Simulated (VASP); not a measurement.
# BeGeSb2 (P-4m2) in VASP: a series of runs, part 2 of 2

VASP 6.6.1. Earlier steps stand in the parts before.

### 4 Single point, PBE

This run uses another cell than the first one, of 25.42 Å³/atom, 1.042 times its volume.

INCAR reads:

```
ALGO = Normal ; EDIFF = 1E-7
ENCUT = 520 ; GGA = PE
ISIF = 2 ; ISMEAR = -1
LASPH = True ; LCHARG = False
LREAL = False ; LWAVE = False
NBANDS = 21 ; NELM = 100
PREC = Accurate ; SIGMA = 0.02
```

KPOINTS reads:

```
k-points
0
Gamma
  6 6 4
```

POSCAR reads:

```
BeGeSb2
1.0
    4.1745184532      0.0000000000      0.0000000000
    0.0000000000      4.1745184532      0.0000000000
    0.0000000000      0.0000000000      5.8346868267
Be Sb Ge
1 2 1
Direct
    0.0000000000      0.0000000000      0.0000000000
    0.0000000000      0.5000000000      0.2194401827
    0.5000000000      0.0000000000      0.7805598173
    0.5000000000      0.5000000000      0.5000000000
```

Potentials or basis: VASP PAW PBE potentials, release 64 (Be, Sb, Ge_d).

Started as:

```bash
> cat potpaw_PBE.64/Be/POTCAR potpaw_PBE.64/Sb/POTCAR potpaw_PBE.64/Ge_d/POTCAR > POTCAR
> mpirun -np 1 vasp_std > vasp.out
```

OUTCAR:

```text
EDIFF = 1E-7
   ENCUT = 520
   GGA = PE
   ISIF = 2
   ISMEAR = -1
   LASPH = True
   LREAL = False
   NELM = 100
   PREC = Accurate

 ion  position               nearest neighbor table
   1  0.000  0.000  0.000-   2 2.45   3 2.45   2 2.45   3 2.45
   2  0.000  0.500  0.219-   1 2.45   1 2.45   4 2.65   4 2.65
   3  0.500  0.000  0.781-   1 2.45   1 2.45   4 2.65   4 2.65
   4  0.500  0.500  0.500-   2 2.65   3 2.65   3 2.65   2 2.65

  LATTYP: Found a simple tetragonal cell.
 ALAT       =     4.1745184532
 C/A-ratio  =     1.3976909893

  Lattice vectors:

 A1 = (   4.1745184532,   0.0000000000,   0.0000000000)
 A2 = (   0.0000000000,   4.1745184532,   0.0000000000)
 A3 = (   0.0000000000,   0.0000000000,   5.8346868267)

Analysis of symmetry for initial positions (statically):
=====================================================================
 Subroutine PRICEL returns:
 Original cell was already a primitive cell.

 Routine SETGRP: Setting up the symmetry group for a
 simple tetragonal supercell.

 Subroutine GETGRP returns: Found  8 space group operations
 (whereof  8 operations were pure point group operations)
 out of a pool of 16 trial point group operations.

The static configuration has the point symmetry D_2d.

Analysis of symmetry for dynamics (positions and initial velocities):
=====================================================================
 Subroutine PRICEL returns:
 Original cell was already a primitive cell.

 Routine SETGRP: Setting up the symmetry group for a
 simple tetragonal supercell.

 Subroutine GETGRP returns: Found  8 space group operations
 (whereof  8 operations were pure point group operations)
 out of a pool of 16 trial point group operations.

The dynamic configuration has the point symmetry D_2d.

[... 110 lines left out ...]
   POTIM  = 0.5000    time-step for ionic-motion
   TEBEG  =    0.0;   TEEND  =   0.0 temperature during run
   PSTRESS=    0.0 pullay stress
   NELECT =      26.0000    total number of electrons
   NUPDOWN=      -1.0000    fix difference up-down
   EMIN   =  10.00;   EMAX   =-10.00  energy-range for DOS
   EFERMI =   0.00;   METHOD = LEGACY
   ISMEAR =    -1;   SIGMA  =   0.02  broadening in eV -4-tet -1-fermi 0-gaus
   EFERMI_NEDOS =   21; number of points for ismear=-14 and -15
   IALGO  =     38    algorithm
   IMIX   =      4    mixing-type and parameters
     AMIX     =   0.40;   BMIX     =  1.00
     AMIX_MAG =   1.60;   BMIX_MAG =  1.00
  volume/ion in A,a.u.               =      25.42       171.54
  Fermi-wavevector in a.u.,A,eV,Ry     =   1.039096  1.963607 14.690501  1.079721
  Thomas-Fermi vector in A             =   2.173611
   LORBIT       =      0    0 simple, 1 ext, 2 COOP (PROOUT), +10 PAW based schemes
   GGA     = PE    functional components
   LHFCALC =     F    Hartree Fock is set to
   AEXX    =    0.0000 exact exchange contribution
   IVDW    =     0    specifies the selected vdW correction
   LEPSILON=     F    determine dielectric tensor
   LRPA    =     F    only Hartree local field effects (RPA)
 non-spin polarized calculation
  energy-cutoff  :      520.00
  volume of cell :      101.68
 maximum number of plane-waves:      2764
 NGX is ok and might be reduce to    32
   NGX = 15   NGY = 15   NGZ = 21

 number of electron      26.0000025 magnetization

 Free energy of the ion-electron system (eV)
  ---------------------------------------------------
  ext. energy  EPLUGINS =         0.00000000
  ---------------------------------------------------
  free energy    TOTEN  =       -16.33352022 eV

  energy without entropy =      -16.33281318  energy(sigma->0) =      -16.33316670

 E-fermi :   5.2833     XC(G=0):  -9.1438

 val. band max:        5.2628578380   @ k =   0.1667   0.0000   0.0000
 cond. band min:       5.3401949582   @ k =   0.0000   0.0000   0.0000
 fundamental gap:      0.0773371202
 Fermi energy:         5.2833158288

 k-point     1 :       0.0000    0.0000    0.0000
  band No.  band energies     occupation
      1     -19.5139      2.00000
      2     -19.5119      2.00000
      3     -19.5119      2.00000
      4     -19.4988      2.00000
      5     -19.4938      2.00000
      6      -6.6852      2.00000
[... 565 lines left out ...]
     20      11.5970      0.00000
     21      12.4173      0.00000

 [... further k-points ...]
[... 5 lines left out ...]
  --------------------------------------------------------------------------------------
  -------------------------------------------------------------------------------------
  Total        0.8827381      0.8827381      0.9608135      0.0000000      0.0000000     -0.0000000
  in kB       13.9095198     13.9095198     15.1397731      0.0000000      0.0000000     -0.0000000
  external PRESSURE =      14.3196042 kB  Pullay stress =       0.0000000 kB

 VOLUME and BASIS-vectors are now :
 -----------------------------------------------------------------------------
  energy-cutoff  :      520.00
  volume of cell :      101.68
      direct lattice vectors                 reciprocal lattice vectors
     4.174518453  0.000000000  0.000000000     0.239548588  0.000000000  0.000000000
     0.000000000  4.174518453  0.000000000     0.000000000  0.239548588  0.000000000
     0.000000000  0.000000000  5.834686827     0.000000000  0.000000000  0.171388805

 POSITION                                       TOTAL-FORCE (eV/Angst)
 -----------------------------------------------------------------------------------
      0.00000      0.00000      0.00000         0.000000     -0.000000      0.000000
      0.00000      2.08726      1.28036        -0.000000      0.000000     -0.229584
      2.08726      0.00000      4.55432         0.000000     -0.000000      0.229584
      2.08726      2.08726      2.91734         0.000000     -0.000000      0.000000
 -----------------------------------------------------------------------------------
    total drift:                                0.000000      0.000000     -0.000000

  FREE ENERGIE OF THE ION-ELECTRON SYSTEM (eV)
  ---------------------------------------------------
  free  energy   TOTEN  =       -16.3335202173 eV

  energy  without entropy=      -16.3328131828  energy(sigma->0) =      -16.33316670
```

It took 54 s on 1 thread of Intel Xeon Platinum 8488C (Sapphire Rapids), shared host; peak memory 0.25 GiB.

Results:

- Free energy: -16.3335 eV
- Pressure: 1.4 GPa
- Largest force: 0.230 eV/Å
- Band gap on the k mesh: zero (band 13 reaches 5.41 eV, above the bottom of band 14 at 4.88 eV)

Forces on the atoms (eV/Å):
```
Be   0.000  0.000  0.000
Sb   0.000  0.000 -0.230
Sb   0.000  0.000  0.230
Ge   0.000  0.000  0.000
```

Stress tensor (GPa, compression positive):
```
1.39 0.00 0.00
0.00 1.39 0.00
0.00 0.00 1.51
```

Caveat: spin-orbit coupling is left out, which moves the levels of the heavy elements.

### 5 Single point, PBE

This run uses another cell than the first one, of 25.96 Å³/atom, 1.064 times its volume.

INCAR reads:

```
SYSTEM = BeGeSb2
ALGO = Normal
EDIFF = 1E-7
ENCUT = 520
GGA = PE
ISIF = 2
ISMEAR = -1
LASPH = .TRUE.
LCHARG = .TRUE.
LELF = .TRUE.
LREAL = .FALSE.
LVHAR = .TRUE.
LWAVE = .FALSE.
NBANDS = 21
NELM = 100
PREC = Accurate
SIGMA = 0.02
```

KPOINTS reads:

```
k-points
0
G
  6 6 4
  0 0 0
```

POSCAR reads:

```
BeGeSb2
1.0
    4.2075140017      0.0000000000      0.0000000000
    0.0000000000      4.2075140017      0.0000000000
    0.0000000000      0.0000000000      5.8660686934
Be Sb Ge
1 2 1
Direct
    0.0000000000      0.0000000000      0.0000000000
    0.0000000000      0.5000000000      0.2165412292
    0.5000000000      0.0000000000      0.7834587708
    0.5000000000      0.5000000000      0.5000000000
```

Started as:

```bash
> cat potpaw_PBE.64/Be/POTCAR potpaw_PBE.64/Sb/POTCAR potpaw_PBE.64/Ge_d/POTCAR > POTCAR
> mpirun -np 1 vasp_std > vasp.out
```

It took 60 s on 1 thread of Intel Xeon Platinum 8488C (Sapphire Rapids), shared host; peak memory 0.25 GiB.

It converged, with:

* Free energy: -16.3480 eV
* Pressure: 0.1 GPa
* Largest force: 0.007 eV/Å
* Band gap on the k mesh: zero (band 13 reaches 5.19 eV, above the bottom of band 14 at 4.61 eV)

Forces on the atoms (eV/Å):
```
Be   0.000  0.000  0.000
Sb   0.000  0.000 -0.007
Sb   0.000  0.000  0.007
Ge   0.000  0.000  0.000
```

Levels at points of the mesh, in eV from the Fermi level:
| k point | band 10 | band 11 | band 12 | band 13 | band 14 | band 15 | band 16 | band 17 |
| --- | --- | --- | --- | --- | --- | --- | --- | --- |
| (0.00, 0.00, 0.00) | -2.74 | -0.27 | 0.04 | 0.13 | 0.13 | 1.65 | 2.50 | 2.50 |
| (0.50, 0.00, 0.00) | -3.77 | -2.92 | -1.60 | -0.98 | 1.60 | 3.16 | 3.74 | 3.87 |
| (0.50, 0.50, 0.00) | -3.19 | -2.67 | -2.67 | -1.86 | -0.45 | 1.17 | 1.17 | 2.78 |
| (0.00, 0.00, 0.50) | -1.93 | -1.93 | -1.59 | -1.59 | 1.05 | 1.21 | 3.33 | 3.66 |
| (0.50, 0.00, 0.50) | -1.51 | -1.49 | -0.91 | -0.70 | -0.37 | 2.49 | 2.91 | 3.67 |
| (0.50, 0.50, 0.50) | -4.23 | -3.32 | -3.32 | -2.66 | 2.92 | 3.82 | 3.89 | 3.89 |

Caveat: spin-orbit coupling is left out, which moves the levels of the heavy elements.

### 6 Single point, PBE (volume changed by +3%)

INCAR reads:

```
SYSTEM = BeGeSb2
PREC = Accurate
ENCUT = 520
EDIFF = 1E-6
ISMEAR = -1
SIGMA = 0.02
LREAL = .FALSE.
LASPH = .TRUE.
NELM = 60
ALGO = Normal
ISIF = 2
LWAVE = .FALSE.
LCHARG = .TRUE.
GGA = PE
LELF = .TRUE.
LVHAR = .TRUE.
NBANDS = 21
```

KPOINTS reads:

```
regular mesh
0
G
  6 6 4
  0 0 0
```

POSCAR reads:

```
BeGeSb2
1.0
    4.2491752656      0.0000000000      0.0000000000
    0.0000000000      4.2491752656      0.0000000000
    0.0000000000      0.0000000000      5.9241523589
Be Sb Ge
1 2 1
Direct
    0.0000000000      0.0000000000      0.0000000000
    0.0000000000      0.5000000000      0.2165412292
    0.5000000000      0.0000000000      0.7834587708
    0.5000000000      0.5000000000      0.5000000000
```

Potentials or basis: VASP PAW PBE potentials, release 64 (Be, Sb, Ge_d).

Started as:

```bash
> cat potpaw_PBE.64/Be/POTCAR potpaw_PBE.64/Sb/POTCAR potpaw_PBE.64/Ge_d/POTCAR > POTCAR
> mpirun -np 1 vasp_std > vasp.out
```

OUTCAR:

```text
SYSTEM = BeGeSb2
   PREC = Accurate
   ENCUT = 520
   EDIFF = 1E-6
   ISMEAR = -1
   LREAL = .FALSE.
   LASPH = .TRUE.
   NELM = 60
   ISIF = 2
   GGA = PE

 ion  position               nearest neighbor table
   1  0.000  0.000  0.000-   2 2.48   3 2.48   2 2.48   3 2.48
   2  0.000  0.500  0.217-   1 2.48   1 2.48   4 2.71   4 2.71
   3  0.500  0.000  0.783-   1 2.48   1 2.48   4 2.71   4 2.71
   4  0.500  0.500  0.500-   2 2.71   3 2.71   3 2.71   2 2.71

  LATTYP: Found a simple tetragonal cell.
 ALAT       =     4.2491752656
 C/A-ratio  =     1.3941887516

  Lattice vectors:

 A1 = (   4.2491752656,   0.0000000000,   0.0000000000)
 A2 = (   0.0000000000,   4.2491752656,   0.0000000000)
 A3 = (   0.0000000000,   0.0000000000,   5.9241523589)

Analysis of symmetry for initial positions (statically):
=====================================================================
 Subroutine PRICEL returns:
 Original cell was already a primitive cell.

 Routine SETGRP: Setting up the symmetry group for a
 simple tetragonal supercell.

 Subroutine GETGRP returns: Found  8 space group operations
 (whereof  8 operations were pure point group operations)
 out of a pool of 16 trial point group operations.

[... 162 lines left out ...]
  free energy    TOTEN  =       -16.33614972 eV

  energy without entropy =      -16.33521709  energy(sigma->0) =      -16.33568341

 E-fermi :   4.7447     XC(G=0):  -8.9349

 val. band max:        4.7385525276   @ k =   0.1667   0.0000   0.0000
 cond. band min:       4.8852791802   @ k =   0.0000   0.0000   0.0000
 fundamental gap:      0.1467266526
 Fermi energy:         4.7447344142

 k-point     1 :       0.0000    0.0000    0.0000
  band No.  band energies     occupation
      1     -19.9535      2.00000
      2     -19.9501      2.00000
      3     -19.9501      2.00000
      4     -19.9387      2.00000
      5     -19.9377      2.00000
      6      -6.8283      2.00000
[... 565 lines left out ...]
     20      11.0444      0.00000
     21      11.9439      0.00000

 [... further k-points ...]
[... 5 lines left out ...]
  --------------------------------------------------------------------------------------
  -------------------------------------------------------------------------------------
  Total       -0.8782948     -0.8782948     -0.9126336      0.0000000      0.0000000      0.0000000
  in kB      -13.1557438    -13.1557438    -13.6700948      0.0000000      0.0000000      0.0000000
  external PRESSURE =     -13.3271941 kB  Pullay stress =       0.0000000 kB

 VOLUME and BASIS-vectors are now :
 -----------------------------------------------------------------------------
  energy-cutoff  :      520.00
  volume of cell :      106.96
      direct lattice vectors                 reciprocal lattice vectors
     4.249175266  0.000000000  0.000000000     0.235339787  0.000000000  0.000000000
     0.000000000  4.249175266  0.000000000     0.000000000  0.235339787  0.000000000
     0.000000000  0.000000000  5.924152359     0.000000000  0.000000000  0.168800520

 POSITION                                       TOTAL-FORCE (eV/Angst)
 -----------------------------------------------------------------------------------
      0.00000      0.00000      0.00000         0.000000     -0.000000      0.000000
      0.00000      2.12459      1.28282        -0.000000     -0.000000      0.034958
      2.12459      0.00000      4.64133         0.000000     -0.000000     -0.034958
      2.12459      2.12459      2.96208         0.000000      0.000000      0.000000
 -----------------------------------------------------------------------------------
    total drift:                                0.000000      0.000000     -0.000000

  FREE ENERGIE OF THE ION-ELECTRON SYSTEM (eV)
  ---------------------------------------------------
  free  energy   TOTEN  =       -16.3361497230 eV

  energy  without entropy=      -16.3352170871  energy(sigma->0) =      -16.33568341
```

stdout:

```text
POSCAR found type information on POSCAR BeSbGe
 POSCAR found :  3 types and       4 ions
 scaLAPACK will be used
 LDA part: xc-table for (Slater+PW92), standard interpolation
 POSCAR, INCAR and KPOINTS ok, starting setup
 FFT: planning ... GRIDC
 FFT: planning ... GRID_SOFT
 FFT: planning ... GRID
 WAVECAR not read
 entering main loop
```

Run time: 52 s. Hardware: 1 thread of Intel Xeon Platinum 8488C (Sapphire Rapids), shared host; peak memory 0.25 GiB.

What came out:

| Property | Result |
| --- | --- |
| Free energy | -16.3361 eV |
| Pressure | -1.3 GPa |
| Largest force | 0.035 eV/Å |
| Band gap on the k mesh | zero (band 13 reaches 4.89 eV, above the bottom of band 14 at 4.34 eV) |

Forces on the atoms (eV/Å):
```
Be   0.000  0.000  0.000
Sb   0.000  0.000  0.035
Sb   0.000  0.000 -0.035
Ge   0.000  0.000  0.000
```

Levels at points of the mesh, in eV from the Fermi level:
```tsv
k point	band 11	band 12	band 13	band 14	band 15	band 16
(0.00, 0.00, 0.00)	-0.27	-0.02	0.14	0.14	1.69	2.50
(0.50, 0.00, 0.00)	-2.80	-1.53	-0.93	1.56	3.14	3.69
(0.50, 0.50, 0.00)	-2.56	-2.56	-1.77	-0.40	1.22	1.22
(0.00, 0.00, 0.50)	-1.84	-1.52	-1.52	1.06	1.25	3.31
(0.50, 0.00, 0.50)	-1.42	-0.87	-0.67	-0.41	2.42	2.90
(0.50, 0.50, 0.50)	-3.18	-3.18	-2.54	2.82	3.81	3.83
```

Caveat: the cell differs from its parent crystal (volume changed by +3%); spin-orbit coupling is left out, which moves the levels of the heavy elements.

### 7 Summary

| cell | gap on the mesh (eV) | pressure (GPa) | largest force (eV/Å) |
| --- | --- | --- | --- |
| a = 4.122, b = 4.122, c = 5.746 Å, 4 atoms | none | 4.0 | 0.11 |
| a = 4.165, b = 4.165, c = 5.807 Å, 4 atoms | none | 1.9 | 0.05 |
| a = 4.175, b = 4.175, c = 5.835 Å, 4 atoms | none | 1.4 | 0.23 |
| a = 4.208, b = 4.208, c = 5.866 Å, 4 atoms | none | 0.1 | 0.01 |
| a = 4.249, b = 4.249, c = 5.924 Å, 4 atoms | none | -1.3 | 0.03 |

Alike in all rows: task single point; level PBE; potentials or basis VASP PAW PBE potentials, release 64 (Be, Sb, Ge_d); no spin polarisation; k mesh 6 × 6 × 4; cutoff (eV) 520; smearing fermi-dirac 0.02 eV.

Caveats: spin-orbit coupling is left out, which moves the levels of the heavy elements.

Total energies depend on the potentials used, so only differences within one code and one set of settings carry meaning.
